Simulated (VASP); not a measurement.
# ZnS (P4_2/mmc) in VASP: notebook

Runs on ZnS. Level: PBE. Tasks: relaxation of cell and atoms, single point.

All numbers are computed with VASP 6.6.1; they aren't measurements. Logs are shortened: lines on timing, memory, paths and dates and some standing lists are left out, and cuts for length are marked.

### 1 The cell of the first run

Symmetry: P4_2/mmc, No. 131, tetragonal system. Conventional cell: a = 3.677 Å, b = 3.677 Å, c = 6.033 Å, α = 90.00°, β = 90.00°, γ = 90.00°. Within 3.1 Å of Zn (site symmetry -4m2) lie 4 S at 2.38 Å and 2 Zn at 3.02 Å. Within 3.1 Å of S (site symmetry mmm) lie 4 Zn at 2.38 Å.

### 2 Relaxation of cell and atoms, PBE (atoms taken out)

The input, INCAR:

```
SYSTEM = ZnS
ALGO = Normal
EDIFF = 1E-6
EDIFFG = -0.04
ENCUT = 600
GGA = PE
IBRION = 2
ISIF = 3
ISMEAR = 0
LASPH = .True.
LCHARG = .False.
LREAL = .False.
LWAVE = .False.
NELM = 100
NSW = 90
PREC = Accurate
SIGMA = 0.1
```

The input, KPOINTS:

```
k-points
0
Gamma
  6 6 4
  0 0 0
```

The input, POSCAR:

```
ZnS
1.0
    3.6767642109      0.0000000000      0.0000000000
    0.0000000000      3.6767642109      0.0000000000
    0.0000000000      0.0000000000      6.0332629698
Zn S
2 2
Direct
    0.5000000000      0.5000000000      0.2500000000
    0.5000000000      0.5000000000      0.7500000000
    0.0000000000      0.5000000000      0.0000000000
    0.5000000000      0.0000000000      0.5000000000
```

Potentials or basis: VASP PAW PBE potentials, release 64 (Zn, S).

Command:

```console
$ cat potpaw_PBE.64/Zn/POTCAR potpaw_PBE.64/S/POTCAR > POTCAR
$ mpirun -np 1 vasp_std > vasp.out
```

OUTCAR:

```text
SYSTEM = ZnS
   EDIFF = 1E-6
   EDIFFG = -0.04
   ENCUT = 600
   GGA = PE
   IBRION = 2
   ISIF = 3
   ISMEAR = 0
   LASPH = .True.
   LREAL = .False.
   NELM = 100
   NSW = 90
   PREC = Accurate

 ion  position               nearest neighbor table
   1  0.500  0.500  0.250-   3 2.38   4 2.38   4 2.38   3 2.38   2 3.02   2 3.02
   2  0.500  0.500  0.750-   3 2.38   4 2.38   4 2.38   3 2.38   1 3.02   1 3.02
   3  0.000  0.500  0.000-   1 2.38   2 2.38   1 2.38   2 2.38
   4  0.500  0.000  0.500-   1 2.38   2 2.38   1 2.38   2 2.38

  LATTYP: Found a simple tetragonal cell.
 ALAT       =     3.6767642109
 C/A-ratio  =     1.6409164754

  Lattice vectors:

 A1 = (   3.6767642109,   0.0000000000,   0.0000000000)
 A2 = (   0.0000000000,   3.6767642109,   0.0000000000)
 A3 = (   0.0000000000,   0.0000000000,   6.0332629698)

Analysis of symmetry for initial positions (statically):
=====================================================================
 Subroutine PRICEL returns:
 Original cell was already a primitive cell.

 Routine SETGRP: Setting up the symmetry group for a
 simple tetragonal supercell.

 Subroutine GETGRP returns: Found 16 space group operations
 (whereof  8 operations were pure point group operations)
 out of a pool of 16 trial point group operations.

The static configuration has the point symmetry D_2h.
 The point group associated with its full space group is D_4h.

Analysis of symmetry for dynamics (positions and initial velocities):
=====================================================================
 Subroutine PRICEL returns:
 Original cell was already a primitive cell.

 Routine SETGRP: Setting up the symmetry group for a
 simple tetragonal supercell.

 Subroutine GETGRP returns: Found 16 space group operations
 (whereof  8 operations were pure point group operations)
 out of a pool of 16 trial point group operations.

The dynamic configuration has the point symmetry D_2h.
 The point group associated with its full space group is D_4h.

 Subroutine INISYM returns: Found 16 space group operations
 (whereof  8 operations are pure point group operations),
 and found     1 'primitive' translations

----------------------------------------------------------------------------------------

                                     Primitive cell

  volume of cell :      81.5612

  direct lattice vectors                    reciprocal lattice vectors
     3.676764211  0.000000000  0.000000000     0.271978278  0.000000000  0.000000000
     0.000000000  3.676764211  0.000000000     0.000000000  0.271978278  0.000000000
     0.000000000  0.000000000  6.033262970     0.000000000  0.000000000  0.165747789

  length of vectors
     3.676764211  3.676764211  6.033262970     0.271978278  0.271978278  0.165747789

  position of ions in fractional coordinates (direct lattice)
     0.500000000  0.500000000  0.250000000
     0.500000000  0.500000000  0.750000000
     0.000000000  0.500000000  0.000000000
     0.500000000  0.000000000  0.500000000

  ion indices of the primitive-cell ions
   primitive index   ion index
                 1           1
                 2           2
                 3           3
                 4           4

----------------------------------------------------------------------------------------

 KPOINTS: k-points

Automatic generation of k-mesh.
 Grid dimensions read from file:
 generate k-points for:    6    6    4

 Generating k-lattice:

  Cartesian coordinates                     Fractional coordinates (reciprocal lattice)
     0.045329713  0.000000000  0.000000000     0.166666667  0.000000000  0.000000000
     0.000000000  0.045329713  0.000000000     0.000000000  0.166666667  0.000000000
     0.000000000  0.000000000  0.041436947     0.000000000  0.000000000  0.250000000

  Length of vectors
     0.045329713  0.045329713  0.041436947

  Shift w.r.t. Gamma in fractional coordinates (k-lattice)
     0.000000000  0.000000000  0.000000000

 Subroutine IBZKPT returns following result:
 ===========================================

 Found     30 irreducible k-points:

 Following reciprocal coordinates:
            Coordinates               Weight
  0.000000  0.000000  0.000000      1.000000
  0.166667  0.000000  0.000000      4.000000
  0.333333  0.000000  0.000000      4.000000
  0.500000  0.000000  0.000000      2.000000
  0.166667  0.166667  0.000000      4.000000
  0.333333  0.166667  0.000000      8.000000
[... 16 lines left out ...]
  0.333333  0.000000  0.500000      4.000000
  0.500000  0.000000  0.500000      2.000000
 [... further k-points ...]
   k-points           NKPTS =     30   k-points in BZ     NKDIM =     30   number of bands    NBANDS=     22
   number of dos      NEDOS =    301   number of ions     NIONS =      4
   total plane-waves  NPLWV =  43200
   dimension x,y,z NGX =    30 NGY =   30 NGZ =   48
   dimension x,y,z NGXF=    60 NGYF=   60 NGZF=   96
   ions per type =               2   2
   NGX,Y,Z   is equivalent  to a cutoff of  13.56, 13.56, 13.23 a.u.
   NGXF,Y,Z  is equivalent  to a cutoff of  27.13, 27.13, 26.45 a.u.
 SYSTEM =  ZnS
   PREC   = accura    normal or accurate (medium, high low for compatibility)
   ISTART =      0    job   : 0-new  1-cont  2-samecut
   ICHARG =      2    charge: 1-file 2-atom 10-const
   ISPIN  =      1    spin polarized calculation?
   LNONCOLLINEAR =      F non collinear calculations
   LSORBIT =      F    spin-orbit coupling
   LASPH  =      T    aspherical Exc in radial PAW
   ENCUT  =  600.0 eV  44.10 Ry    6.64 a.u.   7.34  7.34 12.05*2*pi/ulx,y,z
   NELM   =    100;   NELMIN=  2; NELMDL= -5     # of ELM steps
   EDIFF  = 0.1E-05   stopping-criterion for ELM
   LREAL  =      F    real-space projection
   EDIFFG = -.4E-01   stopping-criterion for IOM
   NSW    =     90    number of steps for IOM
   IBRION =      2    ionic relax: 0-MD 1-quasi-New 2-CG
   NFREE  =      1    steps in history (QN), initial steepest desc. (CG)
   ISIF   =      3    stress and relaxation
   ISYM   =      2    0-nonsym 1-usesym 2-fastsym
   POTIM  = 0.5000    time-step for ionic-motion
   TEBEG  =    0.0;   TEEND  =   0.0 temperature during run
   PSTRESS=    0.0 pullay stress
   NELECT =      36.0000    total number of electrons
   NUPDOWN=      -1.0000    fix difference up-down
   EMIN   =  10.00;   EMAX   =-10.00  energy-range for DOS
   EFERMI =   0.00;   METHOD = LEGACY
   ISMEAR =     0;   SIGMA  =   0.10  broadening in eV -4-tet -1-fermi 0-gaus
   EFERMI_NEDOS =   21; number of points for ismear=-14 and -15
   IALGO  =     38    algorithm
   IMIX   =      4    mixing-type and parameters
     AMIX     =   0.40;   BMIX     =  1.00
     AMIX_MAG =   1.60;   BMIX_MAG =  1.00
  volume/ion in A,a.u.               =      20.39       137.60
  Fermi-wavevector in a.u.,A,eV,Ry     =   1.246468  2.355483 21.139126  1.553682
  Thomas-Fermi vector in A             =   2.380644
   LORBIT       =      0    0 simple, 1 ext, 2 COOP (PROOUT), +10 PAW based schemes
   GGA     = PE    functional components
   LHFCALC =     F    Hartree Fock is set to
   AEXX    =    0.0000 exact exchange contribution
   IVDW    =     0    specifies the selected vdW correction
   LEPSILON=     F    determine dielectric tensor
   LRPA    =     F    only Hartree local field effects (RPA)
 conjugate gradient relaxation of ions
 non-spin polarized calculation
 Gauss-broadening in eV      SIGMA  =   0.10
  energy-cutoff  :      600.00
  volume of cell :       81.56
 maximum number of plane-waves:      2760
 NGX is ok and might be reduce to    30
   NGX = 15   NGY = 15   NGZ = 25

 number of electron      35.9999993 magnetization

 Free energy of the ion-electron system (eV)
  ---------------------------------------------------
  ext. energy  EPLUGINS =         0.00000000
  ---------------------------------------------------
  free energy    TOTEN  =       -12.16265115 eV

  energy without entropy =      -12.16074247  energy(sigma->0) =      -12.16169681

 E-fermi :   2.3008     XC(G=0):  -9.5194

 val. band max:        2.2509246141   @ k =   0.5000   0.5000   0.0000
 cond. band min:       2.7072878503   @ k =   0.5000   0.0000   0.5000
 fundamental gap:      0.4563632362
 Fermi energy:         2.3008487115

 k-point     1 :       0.0000    0.0000    0.0000
  band No.  band energies     occupation
      1     -11.1764      2.00000
      2     -10.1504      2.00000
      3      -5.0235      2.00000
      4      -5.0235      2.00000
      5      -4.8779      2.00000
      6      -4.8172      2.00000
[... 14 lines left out ...]
     21       8.1167      0.00000
     22       8.1186      0.00000

 k-point     2 :       0.1667    0.0000    0.0000
  band No.  band energies     occupation
      1     -11.0316      2.00000
      2     -10.1129      2.00000
      3      -5.0700      2.00000
      4      -5.0151      2.00000
      5      -4.8536      2.00000
      6      -4.7671      2.00000
[... 14 lines left out ...]
     21       6.9774      0.00000
     22       8.3462      0.00000

 k-point     3 :       0.3333    0.0000    0.0000
  band No.  band energies     occupation
      1     -10.6813      2.00000
      2     -10.0693      2.00000
      3      -5.1367      2.00000
      4      -4.9981      2.00000
      5      -4.8217      2.00000
      6      -4.6370      2.00000
[... 14 lines left out ...]
     21       7.8377      0.00000
     22       8.9044      0.00000
[... 476 lines left out ...]
 k-point    23 :       0.3333    0.0000    0.5000
  band No.  band energies     occupation
      1     -10.4830      2.00000
      2     -10.2744      2.00000
      3      -4.9746      2.00000
      4      -4.9160      2.00000
      5      -4.8097      2.00000
      6      -4.7479      2.00000
[... 14 lines left out ...]
     21       6.8714      0.00000
     22       8.1299      0.00000

 k-point    24 :       0.5000    0.0000    0.5000
  band No.  band energies     occupation
      1     -10.4006      2.00000
      2     -10.1008      2.00000
      3      -4.9889      2.00000
      4      -4.9110      2.00000
      5      -4.7780      2.00000
      6      -4.7750      2.00000
[... 14 lines left out ...]
     21       7.1066      0.00000
     22       7.7081      0.00000

 [... further k-points ...]

------------------------ aborting loop because EDIFF is reached ----------------------------------------

  FORCE on cell =-STRESS in cart. coord.  units (eV):
  Direction    XX          YY          ZZ          XY          YZ          ZX
  --------------------------------------------------------------------------------------
  -------------------------------------------------------------------------------------
  Total       -0.0537028     -0.0537028      0.1467585      0.0000000      0.0000000      0.0000000
  in kB       -1.0549304     -1.0549304      2.8829024      0.0000000      0.0000000      0.0000000
  external PRESSURE =       0.2576805 kB  Pullay stress =       0.0000000 kB

 VOLUME and BASIS-vectors are now :
 -----------------------------------------------------------------------------
  energy-cutoff  :      600.00
  volume of cell :       81.56
      direct lattice vectors                 reciprocal lattice vectors
     3.676764211  0.000000000  0.000000000     0.271978278  0.000000000  0.000000000
     0.000000000  3.676764211  0.000000000     0.000000000  0.271978278  0.000000000
     0.000000000  0.000000000  6.033262970     0.000000000  0.000000000  0.165747789

 POSITION                                       TOTAL-FORCE (eV/Angst)
 -----------------------------------------------------------------------------------
      1.83838      1.83838      1.50832         0.000000      0.000000      0.000000
      1.83838      1.83838      4.52495         0.000000      0.000000     -0.000000
      0.00000      1.83838      0.00000         0.000000      0.000000      0.000000
      1.83838      0.00000      3.01663         0.000000      0.000000      0.000000
 -----------------------------------------------------------------------------------
    total drift:                                0.000000      0.000000      0.000000

  FREE ENERGIE OF THE ION-ELECTRON SYSTEM (eV)
  ---------------------------------------------------
  free  energy   TOTEN  =       -12.1626511461 eV

  energy  without entropy=      -12.1607424742  energy(sigma->0) =      -12.16169681

 reached required accuracy - stopping structural energy minimisation
```

Run time: 2.6 min. Hardware: 1 thread of Intel Xeon 8259CL, shared host; peak memory 0.22 GiB.

Results:

| Item | Value |
| --- | --- |
| Free energy | -12.1627 eV |
| Pressure after relaxing | 0.0 GPa |
| Band gap on the k mesh | 0.07 eV (least direct gap 0.53 eV) |

Stress tensor (GPa, compression positive):
```
-0.11  0.00  0.00
 0.00 -0.11  0.00
 0.00  0.00  0.29
```

Final structure:
```xyz
4
Lattice="3.6768 0.0000 0.0000 0.0000 3.6768 0.0000 0.0000 0.0000 6.0333" Properties=species:S:1:pos:R:3 pbc="T T T"
Zn    1.8384    1.8384    1.5083
Zn    1.8384    1.8384    4.5249
S     0.0000    1.8384    0.0000
S     1.8384    0.0000    3.0166
```

Caveat: the cell differs from its parent crystal (atoms taken out); the smearing spreads over this small gap; semilocal functionals underestimate gaps, and a narrow one can read as zero.

### 3 Single point, PBE (atoms taken out)

The input, INCAR:

```
ALGO = Normal
EDIFF = 1E-6
ENCUT = 520
GGA = PE
ISIF = 2
ISMEAR = 0
LASPH = True
LCHARG = True
LELF = True
LREAL = False
LVHAR = True
LWAVE = False
NBANDS = 26
NELM = 60
PREC = Accurate
SIGMA = 0.1
```

The input, KPOINTS:

```
k-points
0
Gamma
  12 12 8
```

The input, POSCAR:

```
ZnS
1.0
    3.6659031833      0.0000000000      0.0000000000
    0.0000000000      3.6659031833      0.0000000000
    0.0000000000      0.0000000000      6.0485804495
Zn S
2 2
Direct
    0.5000000000      0.5000000000      0.2500000000
    0.5000000000      0.5000000000      0.7500000000
    0.0000000000      0.5000000000      0.0000000000
    0.5000000000      0.0000000000      0.5000000000
```

Potentials or basis: VASP PAW PBE potentials, release 64 (Zn, S).

Command:

```console
$ cat potpaw_PBE.64/Zn/POTCAR potpaw_PBE.64/S/POTCAR > POTCAR
$ mpirun -np 1 vasp_std > vasp.out
```

OUTCAR:

```text
EDIFF = 1E-6
   ENCUT = 520
   GGA = PE
   ISIF = 2
   ISMEAR = 0
   LASPH = True
   LREAL = False
   NELM = 60
   PREC = Accurate

 ion  position               nearest neighbor table
   1  0.500  0.500  0.250-   3 2.38   4 2.38   4 2.38   3 2.38   2 3.02   2 3.02
   2  0.500  0.500  0.750-   3 2.38   4 2.38   4 2.38   3 2.38   1 3.02   1 3.02
   3  0.000  0.500  0.000-   1 2.38   2 2.38   1 2.38   2 2.38
   4  0.500  0.000  0.500-   1 2.38   2 2.38   1 2.38   2 2.38

[... 898 lines left out ...]
  FORCE on cell =-STRESS in cart. coord.  units (eV):
  Direction    XX          YY          ZZ          XY          YZ          ZX
  --------------------------------------------------------------------------------------
  -------------------------------------------------------------------------------------
  Total        0.0654673      0.0654673      0.0662205      0.0000000      0.0000000      0.0000000
  in kB        1.2903849      1.2903849      1.3052320      0.0000000      0.0000000      0.0000000
  external PRESSURE =       1.2953339 kB  Pullay stress =       0.0000000 kB

 VOLUME and BASIS-vectors are now :
 -----------------------------------------------------------------------------
  energy-cutoff  :      520.00
  volume of cell :       81.29
      direct lattice vectors                 reciprocal lattice vectors
     3.665903183  0.000000000  0.000000000     0.272784073  0.000000000  0.000000000
     0.000000000  3.665903183  0.000000000     0.000000000  0.272784073  0.000000000
     0.000000000  0.000000000  6.048580450     0.000000000  0.000000000  0.165328048

 POSITION                                       TOTAL-FORCE (eV/Angst)
 -----------------------------------------------------------------------------------
      1.83295      1.83295      1.51215        -0.000000      0.000000      0.000000
      1.83295      1.83295      4.53644         0.000000     -0.000000     -0.000000
      0.00000      1.83295      0.00000         0.000000      0.000000     -0.000000
      1.83295      0.00000      3.02429         0.000000      0.000000     -0.000000
 -----------------------------------------------------------------------------------
    total drift:                                0.000000      0.000000      0.000000

  FREE ENERGIE OF THE ION-ELECTRON SYSTEM (eV)
  ---------------------------------------------------
  free  energy   TOTEN  =       -12.1717038214 eV

  energy  without entropy=      -12.1713751266  energy(sigma->0) =      -12.17153947
```

OSZICAR:

```text
N       E                     dE             d eps       ncg     rms          rms(c)
DAV:   1     0.240654059209E+03    0.24065E+03   -0.17010E+04  7280   0.164E+03
DAV:   2     0.109483561864E+02   -0.22971E+03   -0.21974E+03  7506   0.344E+02
DAV:   3    -0.128566635762E+02   -0.23805E+02   -0.23462E+02  8880   0.110E+02
DAV:   4    -0.134320342971E+02   -0.57537E+00   -0.57410E+00  8408   0.171E+01
DAV:   5    -0.134409678981E+02   -0.89336E-02   -0.89313E-02  8976   0.210E+00    0.948E+00
DAV:   6    -0.122187451136E+02    0.12222E+01   -0.22193E+00 10772   0.408E+01    0.767E+00
DAV:   7    -0.121815845986E+02    0.37161E-01   -0.15305E+00  7972   0.715E+00    0.384E+00
DAV:   8    -0.121719439134E+02    0.96407E-02   -0.64879E-02  9456   0.286E+00    0.104E+00
DAV:   9    -0.121712978859E+02    0.64603E-03   -0.10560E-02 10718   0.192E+00    0.259E-01
DAV:  10    -0.121714955179E+02   -0.19763E-03   -0.13253E-03  8190   0.382E-01    0.121E-01
DAV:  11    -0.121717065459E+02   -0.21103E-03   -0.30920E-04  7770   0.109E-01    0.524E-02
DAV:  12    -0.121717011196E+02    0.54262E-05   -0.14089E-05  9842   0.363E-02    0.113E-02
DAV:  13    -0.121717036721E+02   -0.25524E-05   -0.94706E-06  7958   0.159E-02    0.433E-03
DAV:  14    -0.121717038214E+02   -0.14934E-06   -0.11033E-06  5902   0.897E-03
   1 F= -.12171704E+02 E0= -.12171539E+02  d E =-.328695E-03
```

Run time: 9.9 min. Hardware: 1 thread of Intel Xeon 8259CL, shared host; peak memory 0.36 GiB.

Results:

```yaml
Free_energy: -12.1717 eV
Pressure: 0.1 GPa
Band_gap_on_the_k_mesh: 0.04 eV (least direct gap 0.51 eV)
```

Caveat: the cell differs from its parent crystal (atoms taken out); the smearing spreads over this small gap; semilocal functionals underestimate gaps, and a narrow one can read as zero.

The gap in the log of VASP goes by the Fermi energy; the results here count the filled bands.